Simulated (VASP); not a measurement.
Crystal: BeS.

```
Be S
1.0
     0.00000    2.31730    2.31730
     2.31730    0.00000    2.31730
     2.31730    2.31730    0.00000
Be S
1 1
Direct
  0.00000 0.00000 0.00000
  0.50000 0.50000 0.50000
```

Base run:

| Property | Result |
| --- | --- |
| Program | VASP 6.6.1 |
| Functional | PBE |
| Potentials or basis | VASP PAW PBE potentials, release 64 (Be, S) |
| Cutoff | 520 eV |
| k mesh | 8 × 8 × 8 |
| Occupations | gaussian, width 0.01 eV |
| Spin | no spin polarisation |

Its results: band gap on the k mesh 1.00 eV (least direct gap 4.15 eV); electronic dielectric tensor (diagonal) 9.36.

Q: The run is repeated on the same cell with these changes: functional from PBE to r2SCAN. What comes out?

A: Band gap on the k mesh 1.35 eV (least direct gap 4.60 eV); electronic dielectric tensor (diagonal) 8.03.

A k mesh can miss the band edges.
